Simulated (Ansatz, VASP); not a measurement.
**One calculation of Se, two programs**

```xyz
6
Lattice="5.5923 3.2287 1.5907 -5.5923 3.2287 1.5907 0.0000 -6.4574 1.5907" Properties=species:S:1:pos:R:3 pbc="T T T"
Se    0.7358   -4.4403    2.1215
Se    3.4775    2.8573    2.1215
Se   -4.2133    1.5829    2.1215
Se   -0.7358    4.4403    2.6506
Se   -3.4775   -2.8573    2.6506
Se    4.2133   -1.5829    2.6506
```

Change from the starting cell: equal strain along all axes, cell held, atoms relaxed: +4.5 %.

Alike in both runs: functional PBEsol; k mesh 6 × 6 × 6; occupations gaussian, width 0.02 eV; no spin polarisation.

Ansatz relaxed the structure, and its values are those at the end. VASP's run is a single point on that final structure, the one shown.

|  | VASP | Ansatz |
| --- | --- | --- |
| version | VASP 6.6.1 | Ansatz 0.2.0 |
| potentials or method | VASP PAW PBE potentials, release 64 (Se), cutoff 520 eV | scalar-relativistic, plane waves, PAW |
| valence electrons in the cell | 36 | 96 |

Ansatz gave:

```
gap on the k mesh at the Fermi level (eV) : 1.27
least direct gap on the mesh (eV)         : 1.44
pressure (GPa)                            : -1.5
rms of the force components (eV/Å)        : 0.001
```

**Question.** What did VASP give for the same quantities?

**Answer.** gap on the k mesh at the Fermi level (eV): 1.27; least direct gap on the mesh (eV): 1.44; pressure (GPa): -1.3; rms of the force components (eV/Å): 0.024.

VASP's potentials were made for PBE, not for PBEsol. The functional is the same, so the differences come from potentials, cutoffs and numerics. VASP's potentials hold 36 valence electrons a cell and Ansatz's 96, so a difference there can come from the potentials and not from the codes. Ansatz's warnings: stress scf threshold loose.
